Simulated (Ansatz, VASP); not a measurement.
Two plane-wave programs on AlCo

Contents of POSCAR:

```
AlCo
1.0
    2.8194032100      0.0000000000      0.0000000000
    0.0000000000      2.8194032100      0.0000000000
    0.0000000000      0.0000000000      2.8194032100
Al Co
1 1
Direct
    0.0000000000      0.0000000000      0.0000000000
    0.5000000000      0.5000000000      0.5000000000
```

INCAR.step1

```
  PREC = Accurate
  ENCUT = 520
  ISMEAR = 0
  SIGMA = 0.1
  LREAL = False
  LASPH = True
  NELM = 150
  ISPIN = 2
  MAGMOM = 0 3
  LMAXMIX = 4
  NBANDS = 17
  GGA = PE
  ALGO = Normal
  EDIFF = 1E-4
  LWAVE = True
  LCHARG = False
```

File INCAR.step2:

```
  PREC = Accurate
  ENCUT = 520
  EDIFF = 1E-7
  ISMEAR = 0
  SIGMA = 0.1
  LREAL = False
  LASPH = True
  NELM = 150
  ALGO = Normal
  ISIF = 2
  LWAVE = False
  LCHARG = False
  ISPIN = 2
  MAGMOM = 0 3
  LORBIT = 11
  LMAXMIX = 4
  METAGGA = R2SCAN
  LMIXTAU = True
  NBANDS = 17
  ISTART = 1
```

Contents of KPOINTS:

```
Automatic mesh
0
Gamma
  6 6 6
```

Input for Ansatz:

```yaml
crystal:
  lattice:
    - [2.81940321, 0.0, 0.0]
    - [0.0, 2.81940321, 0.0]
    - [0.0, 0.0, 2.81940321]
  atoms:
    - { symbol: Al, position: [0.0, 0.0, 0.0] }
    - { symbol: Co, position: [0.5, 0.5, 0.5], spin: 3.0 }
basis:
  ecutwfc: 500
kpoints:
  mp_grid: { grid: [6, 6, 6] }
hamiltonian:
  xc: r2scan
scf:
  occupations: { method: gaussian, width: 0.1 }
  lower_state_search: "off"
output:
  forces: true
  stress: true
  eigenvalues: true
  populations: true
magnetization:
  spin_polarized: true
```

Alike in both runs: task single point; functional r2SCAN; k mesh 6 × 6 × 6; occupations gaussian, width 0.1 eV; collinear spin.

```csv
,VASP,Ansatz
version,VASP 6.6.1,Ansatz 0.2.0
potentials or method,"VASP PAW PBE potentials, release 64 (Al, Co), cutoff 520 eV","scalar-relativistic, plane waves, PAW"
valence electrons in the cell,12,20
```

```tsv
	VASP	Ansatz	Ansatz less VASP
gap on the k mesh at the Fermi level (eV)	none	none	-
pressure (GPa)	1.6	1.9	+0.35
net moment per atom (μB)	0.13	0.12	0.000
size of the moment on the site where the two differ most (μB)	0.34	0.35	+0.017
```

VASP's potentials were made for PBE, not for r2SCAN. Site moments also hang on the region over which each program counts them. A gap of «none» marks a metal or a gap that the smearing closes. VASP's potentials hold 12 valence electrons a cell and Ansatz's 20, so a difference there can come from the potentials and not from the codes. Ansatz's warnings: seeded moment not kept, stability check not made.

The k mesh is coarse, so the values compare programs but aren't converged.
